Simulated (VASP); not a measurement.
Wanted: the native input for a VASP 6.6.1 run.

```
Task                   : single point
Functional             : r2SCAN
Potentials or basis    : VASP PAW PBE potentials, release 64 (C, Zn)
Cutoff                 : 520 eV
k mesh                 : 8 × 8 × 8
Occupations            : gaussian, width 0.01 eV
Spin                   : no spin polarisation
Dipole correction      : no
Further INCAR settings : ALGO = Normal; EDIFF = 1e-07; NBANDS = 21
```

Crystal: Zn2C.

```
C Zn
1.0
     0.00000    2.50061    2.50061
     2.50061    0.00000    2.50061
     2.50061    2.50061    0.00000
C Zn
1 2
Direct
  0.00000 0.00000 0.00000
  0.25000 0.25000 0.25000
  0.75000 0.75000 0.75000
```

This cell differs from its parent crystal: strain -3.0%.

These files were run (other wordings do the same):

POSCAR

```
Zn2C
1.0
    0.0000000000      2.5006105624      2.5006105624
    2.5006105624      0.0000000000      2.5006105624
    2.5006105624      2.5006105624      0.0000000000
C Zn
1 2
Direct
    0.0000000000      0.0000000000      0.0000000000
    0.2500000000      0.2500000000      0.2500000000
    0.7500000000      0.7500000000      0.7500000000
```

INCAR.step1

```
SYSTEM = Zn2C
  PREC = Accurate
  ENCUT = 520
  ISMEAR = 0
  SIGMA = 0.01
  LREAL = .False.
  LASPH = .True.
  NELM = 60
  NBANDS = 21
  GGA = PE
  ALGO = Normal
  EDIFF = 1E-4
  LWAVE = .True.
  LCHARG = .False.
```

INCAR.step2

```
SYSTEM = Zn2C
  PREC = Accurate
  ENCUT = 520
  EDIFF = 1E-7
  ISMEAR = 0
  SIGMA = 0.01
  LREAL = .False.
  LASPH = .True.
  NELM = 60
  ALGO = Normal
  ISIF = 2
  LWAVE = .False.
  LCHARG = .True.
  METAGGA = R2SCAN
  LMIXTAU = .True.
  LELF = .True.
  LVHAR = .True.
  NBANDS = 21
  ISTART = 1
```

KPOINTS

```
Automatic mesh
0
Gamma
  8 8 8
  0 0 0
```

Potentials or basis: VASP PAW PBE potentials, release 64 (C, Zn).

The run is started by

```console
$ cat potpaw_PBE.64/C/POTCAR potpaw_PBE.64/Zn/POTCAR > POTCAR
$ cp INCAR.step1 INCAR
$ mpirun -np 1 vasp_std > vasp.out
$ cp INCAR.step2 INCAR
$ mpirun -np 1 vasp_std > vasp.out
```

It gave:

```
Pressure               : 17.5 GPa
Band gap on the k mesh : 0.52 eV, direct
```

Caveat: the cell differs from its parent crystal (strain -3.0%); the PAW data sets were made with another functional, which shifts forces and pressure a little.

Run time: 2.3 min on 1 thread of Intel(R) Xeon(R) Platinum 8259CL CPU @ 2.50GHz (Skylake/Cascade Lake), with other jobs on the host, peak memory 0.17 GiB.
